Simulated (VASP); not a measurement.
Write the native input for VASP 6.6.1 that does the following.

| Quantity | Value |
| --- | --- |
| Task | single point |
| Functional | LDA |
| Potentials or basis | VASP PAW LDA potentials, release 64 (Ba_sv, O) |
| Cutoff | 600 eV |
| k mesh | 9 × 9 × 9 |
| Occupations | gaussian, width 0.01 eV |
| Spin | no spin polarisation |
| Dipole correction | no |
| Further INCAR settings | ALGO = Normal; EDIFF = 1e-06; NBANDS = 15 |

The structure of BaO lies in POSCAR:

```
BaO
1.0
    0.0000000000      2.7500000000      2.7500000000
    2.7500000000      0.0000000000      2.7500000000
    2.7500000000      2.7500000000      0.0000000000
Ba O
1 1
Direct
    0.0000000000      0.0000000000      0.0000000000
    0.5000000000      0.5000000000      0.5000000000
```

One way to write it, as run:

INCAR

```
SYSTEM = BaO
PREC = Accurate
ENCUT = 600
EDIFF = 1E-6
ISMEAR = 0
SIGMA = 0.01
LREAL = .FALSE.
LASPH = .TRUE.
NELM = 120
ALGO = Normal
ISIF = 2
LWAVE = .FALSE.
LCHARG = .FALSE.
GGA = CA
NBANDS = 15
GGA_COMPAT = .FALSE.
```

KPOINTS

```
regular mesh
0
G
  9 9 9
  0 0 0
```

Potentials or basis: VASP PAW LDA potentials, release 64 (Ba_sv, O).

Command:

```console
$ cat potpaw_LDA.64/Ba_sv/POTCAR potpaw_LDA.64/O/POTCAR > POTCAR
$ mpirun -np 1 vasp_std > vasp.out
```

It gave:

```json
{
  "Pressure": "-1.0 GPa",
  "Band gap on the k mesh": "1.83 eV (least direct gap 1.95 eV)"
}
```

Caveat: spin-orbit coupling is left out, which moves the levels of the heavy elements; an odd mesh through Γ misses points on the zone boundary, where band edges can lie.

Wall time 19 s on 1 thread of Intel(R) Xeon(R) Platinum 8259CL CPU @ 2.50GHz (Skylake/Cascade Lake), on a shared host, peak memory 0.17 GiB.
